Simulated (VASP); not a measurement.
**Sr: single point with LDA**

Sr:

```xyz
1
Lattice="-2.2868 2.2868 2.2868 2.2868 -2.2868 2.2868 2.2868 2.2868 -2.2868" Properties=species:S:1:pos:R:3 pbc="T T T"
Sr    0.0000    0.0000    0.0000
```

```json
{
  "Program": "VASP 6.6.1",
  "Task": "single point",
  "Functional": "LDA",
  "Potentials or basis": "VASP PAW LDA potentials, release 64 (Sr_sv)",
  "Cutoff": "520 eV",
  "k mesh": "11 × 11 × 11",
  "Occupations": "fermi-dirac, width 0.1 eV",
  "Spin": "no spin polarisation",
  "Dipole correction": "no",
  "Further INCAR settings": "ALGO = Normal; EDIFF = 1e-07; NBANDS = 11"
}
```

```
Pressure               : 0.0 GPa
Band gap on the k mesh : zero (band 5 reaches 2.26 eV, above the bottom of band 6 at 1.62 eV)
```

Levels at points of the mesh, in eV from the Fermi level:
| k point | band 2 | band 3 | band 4 | band 5 | band 6 | band 7 | band 8 | band 9 |
| --- | --- | --- | --- | --- | --- | --- | --- | --- |
| (0.00, 0.00, 0.00) | -18.09 | -18.09 | -18.09 | -3.81 | 2.47 | 2.47 | 2.47 | 4.01 |

Wall time 52 s on 1 thread of AMD EPYC 7R13, on a shared host, peak memory 0.13 GiB.
